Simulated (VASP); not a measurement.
Set up this calculation in VASP 6.6.1, as the native input.

```
Task                   : single point
Functional             : PBE
Potentials or basis    : VASP PAW PBE potentials, release 64 (Cs_sv, Sr_sv, Br)
Cutoff                 : 520 eV
k mesh                 : 4 × 4 × 4
Occupations            : gaussian, width 0.1 eV
Spin                   : no spin polarisation
Dipole correction      : no
Further INCAR settings : ALGO = Normal; EDIFF = 1e-07; NBANDS = 37
```

The structure of Cs2SrBr4 lies in POSCAR:

```
Cs2SrBr4
1.0
    7.8169900861      0.0000000000      0.0000000000
    0.0000000000      7.8169900861      0.0000000000
    0.0000000000      0.0000000000      4.5462829371
Cs Sr Br
2 1 4
Direct
    0.5000000000      0.0000000000      0.5000000000
    0.0000000000      0.5000000000      0.5000000000
    0.0000000000      0.0000000000      0.0000000000
    0.2332300000      0.2332300000      0.0000000000
    0.7667700000      0.2332300000      0.0000000000
    0.7667700000      0.7667700000      0.0000000000
    0.2332300000      0.7667700000      0.0000000000
```

One way to write it, as run:

INCAR

```
ALGO = Normal ; EDIFF = 1E-7
ENCUT = 520 ; GGA = PE
ISIF = 2 ; ISMEAR = 0
LASPH = True ; LCHARG = False
LREAL = False ; LWAVE = False
NBANDS = 37 ; NELM = 60
PREC = Accurate ; SIGMA = 0.1
```

KPOINTS

```
k-points
0
Gamma
  4 4 4
```

Potentials or basis: VASP PAW PBE potentials, release 64 (Cs_sv, Sr_sv, Br).

Command:

```bash
$ cat potpaw_PBE.64/Cs_sv/POTCAR potpaw_PBE.64/Sr_sv/POTCAR potpaw_PBE.64/Br/POTCAR > POTCAR
$ mpirun -np 1 vasp_std > vasp.out
```

Results of the run:

```
Pressure               : 8.2 GPa
Largest force          : 2.958 eV/Å
Band gap on the k mesh : 2.61 eV (least direct gap 2.73 eV)
```

Caveat: the cell stands under pressure; spin-orbit coupling is left out, which moves the levels of the heavy elements; forces of over 1 eV/Å act on the atoms, so gaps and moduli don't describe the material at rest.

Wall time 100 s on 1 thread of Intel(R) Xeon(R) 6975P-C (Granite Rapids), with other jobs on the host, peak memory 0.44 GiB.
